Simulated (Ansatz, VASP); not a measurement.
## V: VASP beside Ansatz

```
CELL_PARAMETERS angstrom
-1.48833 1.48833 1.48833
1.48833 -1.48833 1.48833
1.48833 1.48833 -1.48833
ATOMIC_POSITIONS crystal
V 0.00000 0.00000 0.00000
```

Alike in both runs: task single point; functional PBE; k mesh 20 × 20 × 20; occupations gaussian, width 0.05 eV; no spin polarisation.

```csv
,VASP,Ansatz
version,VASP 6.6.1,Ansatz 0.2.0
potentials or method,"VASP PAW PBE potentials, release 64 (V_sv), cutoff 520 eV","scalar-relativistic, plane waves, PAW"
valence electrons in the cell,13,13
```

|  | VASP | Ansatz | Ansatz less VASP |
| --- | --- | --- | --- |
| gap on the k mesh at the Fermi level (eV) | none | none | - |
| pressure (GPa) | 4.2 | 3.9 | -0.40 |

A gap of «none» marks a metal or a gap that the smearing closes. The functional is the same, so the differences come from potentials, cutoffs and numerics.
